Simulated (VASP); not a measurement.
# AlNi (P4/mmm) in VASP: a series of runs, part 2 of 2

VASP 6.6.1. The steps go on from the part before.

**4. Single point, PBEsol**

This run uses another cell than the first one, of the same volume but with other edges.

INCAR reads:

```
PREC = Accurate
ENCUT = 520
EDIFF = 1E-6
ISMEAR = 0
SIGMA = 0.15
LREAL = F
LASPH = T
NELM = 80
ALGO = Fast
ISIF = 2
LWAVE = F
LCHARG = T
GGA = PS
LELF = T
LVHAR = T
NBANDS = 14
```

KPOINTS reads:

```
regular mesh
0
Gamma
  18 18 18
```

POSCAR reads:

```
AlNi
1.0
    2.8345241309      0.0000000000      0.0000000000
    0.0000000000      2.8345241309      0.0000000000
    0.0000000000      0.0000000000      2.9762503375
Al Ni
1 1
Direct
    0.0000000000      0.0000000000      0.0000000000
    0.5000000000      0.5000000000      0.5000000000
```

Potentials or basis: VASP PAW PBE potentials, release 64 (Al, Ni).

Started as:

```sh
> cat potpaw_PBE.64/Al/POTCAR potpaw_PBE.64/Ni/POTCAR > POTCAR
> mpirun -np 1 vasp_std > vasp.out
```

OUTCAR:

```text
PREC = Accurate
   ENCUT = 520
   EDIFF = 1E-6
   ISMEAR = 0
   LREAL = F
   LASPH = T
   NELM = 80
   ISIF = 2
   GGA = PS

 ion  position               nearest neighbor table
   1  0.000  0.000  0.000-   2 2.50   2 2.50   2 2.50   2 2.50   2 2.50   2 2.50   2 2.50   2 2.50

   2  0.500  0.500  0.500-   1 2.50   1 2.50   1 2.50   1 2.50   1 2.50   1 2.50   1 2.50   1 2.50

  LATTYP: Found a simple tetragonal cell.
 ALAT       =     2.8345241309
 C/A-ratio  =     1.0500000000

  Lattice vectors:

 A1 = (   2.8345241309,   0.0000000000,   0.0000000000)
 A2 = (   0.0000000000,   2.8345241309,   0.0000000000)
 A3 = (   0.0000000000,   0.0000000000,   2.9762503375)

Analysis of symmetry for initial positions (statically):
=====================================================================
 Subroutine PRICEL returns:
 Original cell was already a primitive cell.

 Routine SETGRP: Setting up the symmetry group for a
 simple tetragonal supercell.

 Subroutine GETGRP returns: Found 16 space group operations
 (whereof 16 operations were pure point group operations)
 out of a pool of 16 trial point group operations.

[... 177 lines left out ...]
      5       8.3169      2.00000
      6       8.4479      2.00000
      7      14.2711      0.00000
      8      15.9832      0.00000
      9      15.9832      0.00000
     10      17.7367      0.00000
     11      18.2374      0.00000
     12      23.7369      0.00000
     13      30.4605      0.00000
     14      30.4639      0.00000
[... 377 lines left out ...]
      1       1.0381      2.00000
      2       5.7750      2.00000
      3       7.0511      2.00000
      4       7.6706      2.00000
      5       7.8234      2.00000
      6       8.2936      2.00000
      7      10.0099      0.30438
      8      15.9937      0.00000
      9      17.0833      0.00000
     10      18.9624      0.00000
     11      22.3709      0.00000
     12      23.0191      0.00000
     13      24.0520      0.00000
     14      26.4741      0.00000

 [... further k-points ...]

------------------------ aborting loop because EDIFF is reached ----------------------------------------

  FORCE on cell =-STRESS in cart. coord.  units (eV):
  Direction    XX          YY          ZZ          XY          YZ          ZX
  --------------------------------------------------------------------------------------
  -------------------------------------------------------------------------------------
  Total       -0.2703043     -0.2703043     -0.7338370      0.0000000     -0.0000000      0.0000000
  in kB      -18.1106390    -18.1106390    -49.1677583      0.0000000     -0.0000000      0.0000000
  external PRESSURE =     -28.4630121 kB  Pullay stress =       0.0000000 kB

 VOLUME and BASIS-vectors are now :
 -----------------------------------------------------------------------------
  energy-cutoff  :      520.00
  volume of cell :       23.91
      direct lattice vectors                 reciprocal lattice vectors
     2.834524131  0.000000000  0.000000000     0.352792904  0.000000000  0.000000000
     0.000000000  2.834524131  0.000000000     0.000000000  0.352792904  0.000000000
     0.000000000  0.000000000  2.976250337     0.000000000  0.000000000  0.335993242

 POSITION                                       TOTAL-FORCE (eV/Angst)
 -----------------------------------------------------------------------------------
      0.00000      0.00000      0.00000         0.000000      0.000000      0.000000
      1.41726      1.41726      1.48813         0.000000      0.000000      0.000000
 -----------------------------------------------------------------------------------
    total drift:                                0.000000      0.000000     -0.000000

  FREE ENERGIE OF THE ION-ELECTRON SYSTEM (eV)
  ---------------------------------------------------
  free  energy   TOTEN  =       -11.5789512181 eV

  energy  without entropy=      -11.5705257807  energy(sigma->0) =      -11.57473850
```

OSZICAR:

```text
N       E                     dE             d eps       ncg     rms          rms(c)
DAV:   1     0.389568302110E+02    0.38957E+02   -0.53512E+03 15624   0.970E+02
DAV:   2    -0.114972159220E+02   -0.50454E+02   -0.45635E+02 16474   0.179E+02
DAV:   3    -0.131932155631E+02   -0.16960E+01   -0.16794E+01 19354   0.363E+01
DAV:   4    -0.132153387084E+02   -0.22123E-01   -0.22117E-01 18448   0.379E+00
DAV:   5    -0.132159991003E+02   -0.66039E-03   -0.66038E-03 19810   0.710E-01    0.128E+01
RMM:   6    -0.154186282603E+02   -0.22026E+01   -0.16264E+01 18769   0.503E+01    0.178E+01
RMM:   7    -0.115995836127E+02    0.38190E+01   -0.44935E+00 17241   0.258E+01    0.118E+00
RMM:   8    -0.115904575361E+02    0.91261E-02   -0.10401E-01 16451   0.321E+00    0.775E-01
RMM:   9    -0.115833279193E+02    0.71296E-02   -0.32953E-02 17458   0.114E+00    0.590E-01
RMM:  10    -0.115789314527E+02    0.43965E-02   -0.85805E-03 18769   0.117E+00    0.136E-01
RMM:  11    -0.115791460797E+02   -0.21463E-03   -0.88029E-04 20766   0.350E-01    0.140E-01
RMM:  12    -0.115789408571E+02    0.20522E-03   -0.35990E-04 20614   0.208E-01    0.233E-02
RMM:  13    -0.115789493491E+02   -0.84921E-05   -0.93578E-05 21034   0.658E-02    0.731E-03
RMM:  14    -0.115789509632E+02   -0.16141E-05   -0.16806E-05 21234   0.278E-02    0.387E-03
RMM:  15    -0.115789512181E+02   -0.25491E-06   -0.17464E-06 12353   0.102E-02
   1 F= -.11578951E+02 E0= -.11574738E+02  d E =-.842544E-02
```

It took 2.1 min on 1 thread of Intel Xeon 8259CL, shared host; peak memory 0.3 GiB.

Results:

* Free energy: -11.5790 eV
* Pressure: -2.8 GPa
* Band gap on the k mesh: zero (an odd number of electrons rules out a gap without spin polarisation)

Caveat: the PAW data sets were made with another functional, which shifts forces and pressure a little. Spin polarisation is off, so any magnetic state and its effect on volume and gap are missing.

**5. Overview**

| cell | further INCAR settings | gap on the mesh (eV) | pressure (GPa) |
| --- | --- | --- | --- |
| a = 2.962, b = 2.962, c = 2.725 Å, 2 atoms | ALGO = Fast; EDIFF = 1e-07; NBANDS = 14 | none | -2.7 |
| a = 2.920, b = 2.920, c = 2.804 Å, 2 atoms | ALGO = Fast; EDIFF = 1e-07; NBANDS = 14 | none | -3.1 |
| a = 2.835, b = 2.835, c = 2.976 Å, 2 atoms | ALGO = Fast; EDIFF = 1e-06; NBANDS = 14 | none | -2.8 |

Alike in all rows: task single point; level PBEsol; potentials or basis VASP PAW PBE potentials, release 64 (Al, Ni); no spin polarisation; k mesh 18 × 18 × 18; cutoff (eV) 520; smearing gaussian 0.15 eV.

Caveats: the PAW data sets were made with another functional, which shifts forces and pressure a little; the cell stands under tension (at least some runs).

Total energies depend on the potentials used, so only differences within one code and one set of settings carry meaning.
